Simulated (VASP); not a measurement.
# GaSb (F-43m) in VASP: further runs

Runs on GaSb. Level: PBE. Tasks: single point, relaxation of cell and atoms.

All numbers are computed with VASP 6.6.1; they aren't measurements. Logs are shortened: lines on timing, memory, paths and dates and some standing lists are left out, and cuts for length are marked.

### 1 The cell of the first run

It takes space group F-43m (No. 216, cubic). Conventional cell: a = 6.207 Å, b = 6.207 Å, c = 6.207 Å, α = 90.00°, β = 90.00°, γ = 90.00°. Within 3.5 Å of Ga (site symmetry -43m) lie 4 Sb at 2.69 Å. Sb (site symmetry -43m) has 4 Ga at 2.69 Å within 3.5 Å.

### 2 Single point, PBE

The input, INCAR:

```
PREC     = Accurate       # precision mode
ENCUT    = 520            # plane-wave cutoff, eV
EDIFF    = 1E-7           # SCF threshold, eV
ISMEAR   = 0              # smearing method
SIGMA    = 0.2            # smearing width, eV
LREAL    = False          # projectors in reciprocal space
LASPH    = True           # aspherical terms in the spheres
NELM     = 80             # most SCF steps
ALGO     = Normal         # electronic algorithm
ISIF     = 2              # what is computed and relaxed
LWAVE    = False          # write WAVECAR
LCHARG   = True           # write CHGCAR
GGA      = PE             # functional
LELF     = True           # ELF
LVHAR    = True         
NBANDS   = 16             # bands
```

The input, KPOINTS:

```
regular mesh
0
Gamma
  6 6 6
```

The input, POSCAR:

```
GaSb
1.0
    0.0000000000      3.1037485058      3.1037485058
    3.1037485058      0.0000000000      3.1037485058
    3.1037485058      3.1037485058      0.0000000000
Ga Sb
1 1
Direct
    0.0000000000      0.0000000000      0.0000000000
    0.2500000000      0.2500000000      0.2500000000
```

Potentials or basis: VASP PAW PBE potentials, release 64 (Ga_d, Sb).

Launch:

```bash
$ cat potpaw_PBE.64/Ga_d/POTCAR potpaw_PBE.64/Sb/POTCAR > POTCAR
$ mpirun -np 1 vasp_std > vasp.out
```

OUTCAR:

```text
PREC = Accurate
   ENCUT = 520
   EDIFF = 1E-7
   ISMEAR = 0
   LREAL = False
   LASPH = True
   NELM = 80
   ISIF = 2
   GGA = PE

 ion  position               nearest neighbor table
   1  0.000  0.000  0.000-   2 2.69   2 2.69   2 2.69   2 2.69
   2  0.250  0.250  0.250-   1 2.69   1 2.69   1 2.69   1 2.69

  LATTYP: Found a face centered cubic cell.
 ALAT       =     6.2074970116

  Lattice vectors:

 A1 = (   0.0000000000,   3.1037485058,   3.1037485058)
 A2 = (   3.1037485058,   0.0000000000,   3.1037485058)
 A3 = (   3.1037485058,   3.1037485058,   0.0000000000)

Analysis of symmetry for initial positions (statically):
=====================================================================
 Subroutine PRICEL returns:
 Original cell was already a primitive cell.

 Routine SETGRP: Setting up the symmetry group for a
 face centered cubic supercell.

 Subroutine GETGRP returns: Found 24 space group operations
 (whereof 24 operations were pure point group operations)
 out of a pool of 48 trial point group operations.

The static configuration has the point symmetry T_d .

Analysis of symmetry for dynamics (positions and initial velocities):
=====================================================================
 Subroutine PRICEL returns:
 Original cell was already a primitive cell.

 Routine SETGRP: Setting up the symmetry group for a
 face centered cubic supercell.

 Subroutine GETGRP returns: Found 24 space group operations
 (whereof 24 operations were pure point group operations)
 out of a pool of 48 trial point group operations.

The dynamic configuration has the point symmetry T_d .

 Subroutine INISYM returns: Found 24 space group operations
 (whereof 24 operations are pure point group operations),
 and found     1 'primitive' translations

----------------------------------------------------------------------------------------

                                     Primitive cell

  volume of cell :      59.7984

  direct lattice vectors                    reciprocal lattice vectors
     0.000000000  3.103748506  3.103748506    -0.161095527  0.161095527  0.161095527
     3.103748506  0.000000000  3.103748506     0.161095527 -0.161095527  0.161095527
     3.103748506  3.103748506  0.000000000     0.161095527  0.161095527 -0.161095527

  length of vectors
     4.389363231  4.389363231  4.389363231     0.279025637  0.279025637  0.279025637

  position of ions in fractional coordinates (direct lattice)
     0.000000000  0.000000000  0.000000000
     0.250000000  0.250000000  0.250000000

  ion indices of the primitive-cell ions
   primitive index   ion index
                 1           1
                 2           2

----------------------------------------------------------------------------------------

 KPOINTS: regular mesh

Automatic generation of k-mesh.
 Grid dimensions read from file:
 generate k-points for:    6    6    6

 Generating k-lattice:

  Cartesian coordinates                     Fractional coordinates (reciprocal lattice)
    -0.026849254  0.026849254  0.026849254     0.166666667  0.000000000  0.000000000
     0.026849254 -0.026849254  0.026849254     0.000000000  0.166666667  0.000000000
     0.026849254  0.026849254 -0.026849254     0.000000000  0.000000000  0.166666667

  Length of vectors
     0.046504273  0.046504273  0.046504273

  Shift w.r.t. Gamma in fractional coordinates (k-lattice)
     0.000000000  0.000000000  0.000000000

 Subroutine IBZKPT returns following result:
 ===========================================

 Found     16 irreducible k-points:

 Following reciprocal coordinates:
            Coordinates               Weight
  0.000000  0.000000  0.000000      1.000000
  0.166667  0.000000  0.000000      8.000000
  0.333333  0.000000  0.000000      8.000000
  0.500000  0.000000  0.000000      4.000000
  0.166667  0.166667  0.000000      6.000000
  0.333333  0.166667  0.000000     24.000000
[... 8 lines left out ...]
 -0.333333  0.333333  0.166667     24.000000
 -0.333333  0.500000  0.166667     12.000000
   k-points           NKPTS =     16   k-points in BZ     NKDIM =     16   number of bands    NBANDS=     16
   number of dos      NEDOS =    301   number of ions     NIONS =      2
   total plane-waves  NPLWV =  46656
   dimension x,y,z NGX =    36 NGY =   36 NGZ =   36
   dimension x,y,z NGXF=    72 NGYF=   72 NGZF=   72
   ions per type =               1   1
   NGX,Y,Z   is equivalent  to a cutoff of  13.63, 13.63, 13.63 a.u.
   NGXF,Y,Z  is equivalent  to a cutoff of  27.27, 27.27, 27.27 a.u.
 SYSTEM =  unknown system
   PREC   = accura    normal or accurate (medium, high low for compatibility)
   ISTART =      0    job   : 0-new  1-cont  2-samecut
   ICHARG =      2    charge: 1-file 2-atom 10-const
   ISPIN  =      1    spin polarized calculation?
   LNONCOLLINEAR =      F non collinear calculations
   LSORBIT =      F    spin-orbit coupling
   LASPH  =      T    aspherical Exc in radial PAW
   ENCUT  =  520.0 eV  38.22 Ry    6.18 a.u.   8.16  8.16  8.16*2*pi/ulx,y,z
   NELM   =     80;   NELMIN=  2; NELMDL= -5     # of ELM steps
   EDIFF  = 0.1E-06   stopping-criterion for ELM
   LREAL  =      F    real-space projection
   EDIFFG = 0.1E-05   stopping-criterion for IOM
   NSW    =      0    number of steps for IOM
   IBRION =     -1    ionic relax: 0-MD 1-quasi-New 2-CG
   NFREE  =      0    steps in history (QN), initial steepest desc. (CG)
   ISIF   =      2    stress and relaxation
   ISYM   =      2    0-nonsym 1-usesym 2-fastsym
   POTIM  = 0.5000    time-step for ionic-motion
   TEBEG  =    0.0;   TEEND  =   0.0 temperature during run
   PSTRESS=    0.0 pullay stress
   NELECT =      18.0000    total number of electrons
   NUPDOWN=      -1.0000    fix difference up-down
   EMIN   =  10.00;   EMAX   =-10.00  energy-range for DOS
   EFERMI =   0.00;   METHOD = LEGACY
   ISMEAR =     0;   SIGMA  =   0.20  broadening in eV -4-tet -1-fermi 0-gaus
   EFERMI_NEDOS =   21; number of points for ismear=-14 and -15
   IALGO  =     38    algorithm
   IMIX   =      4    mixing-type and parameters
     AMIX     =   0.40;   BMIX     =  1.00
     AMIX_MAG =   1.60;   BMIX_MAG =  1.00
  volume/ion in A,a.u.               =      29.90       201.77
  Fermi-wavevector in a.u.,A,eV,Ry     =   1.097158  2.073328 16.378088  1.203756
  Thomas-Fermi vector in A             =   2.233513
   LORBIT       =      0    0 simple, 1 ext, 2 COOP (PROOUT), +10 PAW based schemes
   GGA     = PE    functional components
   LHFCALC =     F    Hartree Fock is set to
   AEXX    =    0.0000 exact exchange contribution
   IVDW    =     0    specifies the selected vdW correction
   LEPSILON=     F    determine dielectric tensor
   LRPA    =     F    only Hartree local field effects (RPA)
 non-spin polarized calculation
 Gauss-broadening in eV      SIGMA  =   0.20
  energy-cutoff  :      520.00
  volume of cell :       59.80
 maximum number of plane-waves:      1639
 NGX is ok and might be reduce to    36
   NGX = 17   NGY = 17   NGZ = 17

 number of electron      17.9999991 magnetization

 Free energy of the ion-electron system (eV)
  ---------------------------------------------------
  ext. energy  EPLUGINS =         0.00000000
  ---------------------------------------------------
  free energy    TOTEN  =        -7.34411441 eV

  energy without entropy =       -7.34211571  energy(sigma->0) =       -7.34311506

 E-fermi :   4.4917     XC(G=0):  -8.8945

 val. band max:        4.4426367348   @ k =   0.0000   0.0000   0.0000
 cond. band min:       4.7569807912   @ k =   0.5000   0.0000   0.0000
 fundamental gap:      0.3143440565
 Fermi energy:         4.4916989067

 k-point     1 :       0.0000    0.0000    0.0000
  band No.  band energies     occupation
      1     -10.5165      2.00000
      2     -10.5165      2.00000
      3     -10.5165      2.00000
      4     -10.4733      2.00000
      5     -10.4733      2.00000
      6      -6.7393      2.00000
[... 8 lines left out ...]
     15      12.9480      0.00000
     16      12.9480      0.00000

 k-point     2 :       0.1667    0.0000    0.0000
  band No.  band energies     occupation
      1     -10.5223      2.00000
      2     -10.5140      2.00000
      3     -10.5140      2.00000
      4     -10.4736      2.00000
      5     -10.4736      2.00000
      6      -6.4727      2.00000
[... 8 lines left out ...]
     15      12.0149      0.00000
     16      12.0149      0.00000

 k-point     3 :       0.3333    0.0000    0.0000
  band No.  band energies     occupation
      1     -10.5338      2.00000
      2     -10.5093      2.00000
      3     -10.5093      2.00000
      4     -10.4735      2.00000
      5     -10.4735      2.00000
      6      -5.7672      2.00000
[... 8 lines left out ...]
     15      12.4788      0.00000
     16      12.4788      0.00000

 k-point     4 :       0.5000    0.0000    0.0000
  band No.  band energies     occupation
      1     -10.5394      2.00000
      2     -10.5074      2.00000
      3     -10.5074      2.00000
      4     -10.4730      2.00000
      5     -10.4730      2.00000
      6      -5.2233      2.00000
[... 8 lines left out ...]
     15      14.1841      0.00000
     16      14.1841      0.00000

 k-point     5 :       0.1667    0.1667    0.0000
  band No.  band energies     occupation
      1     -10.5269      2.00000
      2     -10.5114      2.00000
      3     -10.5114      2.00000
      4     -10.4754      2.00000
      5     -10.4724      2.00000
      6      -6.3814      2.00000
[... 8 lines left out ...]
     15      11.9030      0.00000
     16      13.2982      0.00000

 k-point     6 :       0.3333    0.1667    0.0000
  band No.  band energies     occupation
      1     -10.5364      2.00000
      2     -10.5074      2.00000
      3     -10.5065      2.00000
      4     -10.4767      2.00000
      5     -10.4719      2.00000
      6      -5.8051      2.00000
[... 8 lines left out ...]
     15      13.0539      0.00000
     16      13.5152      0.00000
[... 115 lines left out ...]
 k-point    13 :       0.5000    0.5000    0.0000
  band No.  band energies     occupation
      1     -10.5546      2.00000
      2     -10.4956      2.00000
      3     -10.4956      2.00000
      4     -10.4832      2.00000
      5     -10.4696      2.00000
      6      -4.4558      2.00000
[... 8 lines left out ...]
     15      14.9338      0.00000
     16      15.5663      0.00000

 k-point    14 :       0.5000    0.3333    0.1667
  band No.  band energies     occupation
      1     -10.5436      2.00000
      2     -10.5042      2.00000
      3     -10.5017      2.00000
      4     -10.4777      2.00000
      5     -10.4720      2.00000
      6      -5.1651      2.00000
[... 8 lines left out ...]
     15      13.3160      0.00000
     16      15.2048      0.00000

 k-point    15 :      -0.3333    0.3333    0.1667
  band No.  band energies     occupation
      1     -10.5463      2.00000
      2     -10.5037      2.00000
      3     -10.4995      2.00000
      4     -10.4771      2.00000
      5     -10.4730      2.00000
      6      -4.6832      2.00000
[... 8 lines left out ...]
     15      14.6794      0.00000
     16      14.8711      0.00000

 k-point    16 :      -0.3333    0.5000    0.1667
  band No.  band energies     occupation
      1     -10.5503      2.00000
      2     -10.5006      2.00000
      3     -10.4967      2.00000
      4     -10.4798      2.00000
      5     -10.4717      2.00000
      6      -4.4279      2.00000
[... 8 lines left out ...]
     15      14.2365      0.00000
     16      15.5821      0.00000

------------------------ aborting loop because EDIFF is reached ----------------------------------------

  FORCE on cell =-STRESS in cart. coord.  units (eV):
  Direction    XX          YY          ZZ          XY          YZ          ZX
  --------------------------------------------------------------------------------------
  -------------------------------------------------------------------------------------
  Total        0.1139692      0.1139692      0.1139692      0.0000000      0.0000000      0.0000000
  in kB        3.0535737      3.0535737      3.0535737      0.0000000      0.0000000      0.0000000
  external PRESSURE =       3.0535737 kB  Pullay stress =       0.0000000 kB

 VOLUME and BASIS-vectors are now :
 -----------------------------------------------------------------------------
  energy-cutoff  :      520.00
  volume of cell :       59.80
      direct lattice vectors                 reciprocal lattice vectors
     0.000000000  3.103748506  3.103748506    -0.161095527  0.161095527  0.161095527
     3.103748506  0.000000000  3.103748506     0.161095527 -0.161095527  0.161095527
     3.103748506  3.103748506  0.000000000     0.161095527  0.161095527 -0.161095527

 POSITION                                       TOTAL-FORCE (eV/Angst)
 -----------------------------------------------------------------------------------
      0.00000      0.00000      0.00000         0.000000      0.000000      0.000000
      1.55187      1.55187      1.55187        -0.000000     -0.000000     -0.000000
 -----------------------------------------------------------------------------------
    total drift:                                0.000001      0.000001      0.000001

  FREE ENERGIE OF THE ION-ELECTRON SYSTEM (eV)
  ---------------------------------------------------
  free  energy   TOTEN  =        -7.3441144073 eV

  energy  without entropy=       -7.3421157089  energy(sigma->0) =       -7.34311506
```

Run time: 32 s. Hardware: 1 thread of Intel Xeon 8259CL, shared host; peak memory 0.2 GiB.

Results:

```
Free energy            : -7.3441 eV
Pressure               : 0.3 GPa
Band gap on the k mesh : zero (filled and empty bands touch)
```

Caveat: spin-orbit coupling is left out, which moves the levels of the heavy elements.

### 3 Relaxation of cell and atoms, PBE

This run uses another cell than the first one, of 25.53 Å³/atom, 0.854 times its volume.

The input, INCAR:

```
ALGO = Normal ; EDIFF = 1E-6
EDIFFG = -0.08 ; ENCUT = 600
GGA = PE ; IBRION = 2
ISIF = 3 ; ISMEAR = 0
LASPH = T ; LCHARG = F
LREAL = F ; LWAVE = F
NELM = 100 ; NSW = 36
PREC = Accurate ; SIGMA = 0.2
```

The input, KPOINTS:

```
k-points
0
Gamma
  6 6 6
```

The input, POSCAR:

```
GaSb
1.0
    0.0000000000      2.9447231400      2.9447231400
    2.9447231400      0.0000000000      2.9447231400
    2.9447231400      2.9447231400      0.0000000000
Ga Sb
1 1
Direct
    0.0000000000      0.0000000000      0.0000000000
    0.2500000000      0.2500000000      0.2500000000
```

Potentials or basis: VASP PAW PBE potentials, release 64 (Ga_d, Sb).

Launch:

```bash
$ cat potpaw_PBE.64/Ga_d/POTCAR potpaw_PBE.64/Sb/POTCAR > POTCAR
$ mpirun -np 1 vasp_std > vasp.out
```

It took 68 s on 1 thread of Intel Xeon 8259CL, shared host; peak memory 0.22 GiB.

It converged, with:

* Free energy: -7.3436 eV
* Relaxed volume: 30.04 Å³/atom
* Relaxed cell: a = 4.396 Å, b = 4.396 Å, c = 4.396 Å, α = 60.00°, β = 60.00°, γ = 60.00°
* Space group after relaxing (to 0.05 Å): F-43m (No. 216)
* Energy gained by relaxing: 129.1 meV/atom
* Ionic steps: 3
* Pressure after relaxing: 0.0 GPa
* Band gap on the k mesh: zero (filled and empty bands touch)

The path:
```tsv
step	energy change (eV)	largest force (eV/Å)	pressure (GPa)	volume (Å³)
1	0.0000	0.0000	10.66	51.07
2	-0.2179	0.0000	-2.61	64.68
3	-0.2582	0.0000	0.02	60.08
```

Final structure:
```cif
data_structure
_symmetry_space_group_name_H-M 'P 1'
_symmetry_Int_Tables_number 1
_cell_length_a 4.3964
_cell_length_b 4.3964
_cell_length_c 4.3964
_cell_angle_alpha 60.000
_cell_angle_beta 60.000
_cell_angle_gamma 60.000
_cell_volume 60.08
loop_
_atom_site_label
_atom_site_type_symbol
_atom_site_fract_x
_atom_site_fract_y
_atom_site_fract_z
_atom_site_occupancy
Ga1 Ga 0.00000 0.00000 0.00000 1
Sb1 Sb 0.25000 0.25000 0.25000 1
```

Levels at points of the mesh, in eV from the Fermi level:
| k point | band 5 | band 6 | band 7 | band 8 | band 9 | band 10 | band 11 | band 12 | band 13 |
| --- | --- | --- | --- | --- | --- | --- | --- | --- | --- |
| (0.00, 0.00, 0.00) | -14.95 | -11.20 | -0.35 | -0.05 | -0.05 | -0.05 | 2.74 | 2.74 | 2.74 |
| (0.50, 0.00, 0.00) | -14.95 | -9.69 | -6.18 | -1.13 | -1.13 | 0.26 | 3.70 | 3.70 | 6.45 |
| (0.50, 0.50, 0.00) | -14.95 | -8.93 | -6.65 | -2.46 | -2.46 | 0.90 | 1.29 | 8.32 | 8.32 |

Caveat: the volume moved by over 15 % at a fixed basis, so the end points are rough; spin-orbit coupling is left out, which moves the levels of the heavy elements.

### 4 Single point, PBE

This run uses another cell than the first one, of 29.67 Å³/atom, 0.992 times its volume.

The input, INCAR:

```
SYSTEM = GaSb
ALGO = Normal ; EDIFF = 1E-6
ENCUT = 500 ; GGA = PE
GGA_COMPAT = .False. ; ISIF = 2
ISMEAR = 0 ; LASPH = .True.
LCHARG = .True. ; LELF = .True.
LREAL = .False. ; LVHAR = .True.
LWAVE = .False. ; NBANDS = 16
NELM = 120 ; PREC = Accurate
SIGMA = 0.2
```

The input, KPOINTS:

```
k-points
0
Gamma
  6 6 6
  0 0 0
```

The input, POSCAR:

```
GaSb
1.0
    0.0000000000      3.0959474883      3.0959474883
    3.0959474883      0.0000000000      3.0959474883
    3.0959474883      3.0959474883      0.0000000000
Ga Sb
1 1
Direct
    0.2500000000      0.2500000000      0.2500000000
    0.0000000000      0.0000000000      0.0000000000
```

Launch:

```bash
$ cat potpaw_PBE.64/Ga_d/POTCAR potpaw_PBE.64/Sb/POTCAR > POTCAR
$ mpirun -np 1 vasp_std > vasp.out
```

It took 22 s on 1 thread of Intel Xeon 8259CL, shared host; peak memory 0.18 GiB.

Results (log left out):

```yaml
Free_energy: -7.3427 eV
Pressure: 0.7 GPa
Band_gap_on_the_k_mesh: zero (filled and empty bands touch)
```

Levels at points of the mesh, in eV from the Fermi level:
```
           k point  band 6  band 7  band 8  band 9  band 10  band 11  band 12  band 13
(0.00, 0.00, 0.00)  -11.28   -0.27   -0.05   -0.05    -0.05     2.73     2.73     2.73
(0.50, 0.00, 0.00)   -9.75   -6.25   -1.15   -1.15     0.28     3.69     3.69     6.43
(0.50, 0.50, 0.00)   -8.97   -6.71   -2.51   -2.51     0.89     1.26     8.39     8.39
```

Caveat: spin-orbit coupling is left out, which moves the levels of the heavy elements.

### 5 The runs side by side

```csv
task,cell,cutoff (eV),gap on the mesh (eV),pressure (GPa)
single point,"a = 4.389 Å, angles 60.0°, 2 atoms",520,none,0.3
relaxation of cell and atoms,"relaxed from a = 4.164 Å, angles 60.0°, 2 atoms",600,none,0.0
single point,"a = 4.378 Å, angles 60.0°, 2 atoms",500,none,0.7
```

Alike in all rows: level PBE; potentials or basis VASP PAW PBE potentials, release 64 (Ga_d, Sb); no spin polarisation; k mesh 6 × 6 × 6; smearing gaussian 0.2 eV.

Caveats: spin-orbit coupling is left out, which moves the levels of the heavy elements; the volume moved by over 15 % at a fixed basis, so the end points are rough (some runs).

Total energies depend on the potentials used, so only differences within one code and one set of settings carry meaning.
